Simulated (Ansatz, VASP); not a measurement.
CdSe: VASP beside Ansatz

```xyz
8
Lattice="4.2955 0.0000 0.0000 -2.1477 3.7200 0.0000 0.0000 0.0000 14.0157" Properties=species:S:1:pos:R:3 pbc="T T T"
Cd    0.0000    0.0000   -0.0028
Cd    0.0000    2.4800    3.5034
Cd    0.0000    0.0000    7.0050
Cd    2.1477    1.2400   10.5112
Se    0.0000    0.0000    2.6279
Se    0.0000    2.4800    6.1352
Se    0.0000    0.0000    9.6358
Se    2.1477    1.2400   13.1430
```

Alike in both runs: task single point; functional r2SCAN; k mesh 6 × 6 × 2; no spin polarisation.

|  | VASP | Ansatz |
| --- | --- | --- |
| version | VASP 6.6.1 | Ansatz 0.2.0 |
| potentials or method | VASP PAW PBE potentials, release 64 (Cd, Se) | plane waves, PAW |
| plane-wave cutoff (eV) | 520 | 500 |
| occupations | gaussian, width 0.01 eV | fixed |
| valence electrons in the cell | 72 | 144 |

```csv
,VASP,Ansatz,Ansatz less VASP
gap on the k mesh at the Fermi level (eV),1.13,1.14,+0.009
pressure (GPa),2.0,1.7,-0.28
```

VASP's potentials were made for PBE, not for r2SCAN. VASP's potentials hold 72 valence electrons a cell and Ansatz's 144, so a difference there can come from the potentials and not from the codes.
